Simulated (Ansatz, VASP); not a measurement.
**NaSc2 in VASP and in Ansatz**

Contents of INCAR:

```
SYSTEM = NaSc2
  ALGO = Fast
  EDIFF = 1E-6
  EDIFFG = -0.01
  ENCUT = 600
  GGA = PE
  IBRION = 2
  ISIF = 3
  ISMEAR = 0
  LASPH = .TRUE.
  LCHARG = .FALSE.
  LREAL = .FALSE.
  LWAVE = .FALSE.
  NELM = 60
  NSW = 100
  PREC = Accurate
  SIGMA = 0.1
```

The input KPOINTS:

```
k-points
0
G
  12 12 16
  0 0 0
```

File POSCAR:

```
NaSc2
1.0
    5.5831073635      0.0000000000      0.0000000000
   -2.7915536817      4.8351128088      0.0000000000
    0.0000000000      0.0000000000      3.0045456559
Na Sc
1 2
Direct
    0.0000000000      0.0000000000      0.0000000000
    0.3333333333      0.6666666667      0.5000000000
    0.6666666667      0.3333333333      0.5000000000
```

Input for Ansatz:

```yaml
crystal:
  lattice:
    - [5.5831073635, 0.0, 0.0]
    - [-2.7915536817, 4.8351128088, 0.0]
    - [0.0, 0.0, 3.0045456559]
  atoms:
    - { symbol: Na, position: [0.0, 0.0, 0.0] }
    - { symbol: Sc, position: [0.3333333333, 0.6666666667, 0.5] }
    - { symbol: Sc, position: [0.6666666667, 0.3333333333, 0.5] }
basis:
  ecutwfc: 420
kpoints:
  mp_grid: { grid: [12, 12, 16] }
hamiltonian:
  xc: pbe
scf:
  occupations: { method: gaussian, width: 0.1 }
output:
  forces: true
  stress: true
  eigenvalues: true
relax:
  adjacent_minimum: "off"
  f_tol: 0.01
  max_steps: 80
  cell: { stress_tol: 0.05 }
```

Alike in both runs: task relaxation of cell and atoms; functional PBE; k mesh 12 × 12 × 16; occupations gaussian, width 0.1 eV; no spin polarisation.

|  | VASP | Ansatz |
| --- | --- | --- |
| version | VASP 6.6.1 | Ansatz 0.2.0 |
| potentials or method | VASP PAW PBE potentials, release 64 (Na_pv, Sc_sv), cutoff 600 eV | scalar-relativistic, plane waves, PAW |
| valence electrons in the cell | 29 | 31 |

```csv
,VASP,Ansatz,Ansatz less VASP
"gap on the k mesh at the Fermi level, each at its own relaxed structure (eV)",none,none,-
relaxed volume (Å³/atom),27.00,26.97,-0.032
relaxed length of the cell vector where the two differ most in proportion (Å),2.982,2.981,-0.0014
```

A gap of «none» marks a metal or a gap that the smearing closes. VASP's potentials hold 29 valence electrons a cell and Ansatz's 31, so a difference there can come from the potentials and not from the codes.
